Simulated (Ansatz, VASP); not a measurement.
# BN in VASP and in Ansatz

```
B N
1.0
     0.00000    1.79396    1.79396
     1.79396    0.00000    1.79396
     1.79396    1.79396    0.00000
B N
1 1
Direct
  0.00000 0.00000 0.00000
  0.25000 0.25000 0.25000
```

Alike in both runs: task single point; functional PBE; k mesh 10 × 10 × 10; no spin polarisation.

|  | VASP | Ansatz |
| --- | --- | --- |
| version | VASP 6.6.1 | Ansatz 0.2.0 |
| potentials or method | VASP PAW PBE potentials, release 64 (B, N) | plane waves, PAW |
| plane-wave cutoff (eV) | 520 | 420 |
| occupations | gaussian, width 0.01 eV | fixed |
| valence electrons in the cell | 8 | 8 |

Ansatz gave:

```
gap on the k mesh at the Fermi level (eV) : 4.49
pressure (GPa)                            : 12.0
```

Which values does VASP return?

gap on the k mesh at the Fermi level (eV): 4.48; pressure (GPa): 12.4.
